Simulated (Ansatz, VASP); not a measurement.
# One calculation of TiSi, two programs

```
Ti Si
1.0
     2.84668    0.00000    0.00000
     0.00000    2.84668    0.00000
     0.00000    0.00000    3.73118
Ti Si
1 1
Direct
  0.50000 0.50000 0.50000
  0.00000 0.00000 0.00000
```

Alike in both runs: task single point; functional r2SCAN; k mesh 6 × 6 × 6; occupations gaussian, width 0.1 eV; no spin polarisation.

|  | VASP | Ansatz |
| --- | --- | --- |
| version | VASP 6.6.1 | Ansatz 0.2.0 |
| potentials or method | VASP PAW PBE potentials, release 64 (Ti_sv, Si), cutoff 520 eV | scalar-relativistic, plane waves, PAW |
| valence electrons in the cell | 16 | 16 |

Ansatz gave:

```
gap on the k mesh at the Fermi level (eV)                     : none
pressure (GPa)                                                : -6.3
traceless stress, the component that is largest in VASP (GPa) : 4.90
```

Question: Estimate VASP's values.

Answer: gap on the k mesh at the Fermi level (eV): none; pressure (GPa): -5.8; traceless stress, the component that is largest in VASP (GPa): 4.92.

VASP's potentials were made for PBE, not for r2SCAN. A gap of «none» marks a metal or a gap that the smearing closes. With one functional, cell and mesh, what is left measures potentials, basis and numerics.

The k mesh is coarse, so the values compare programs but aren't converged.
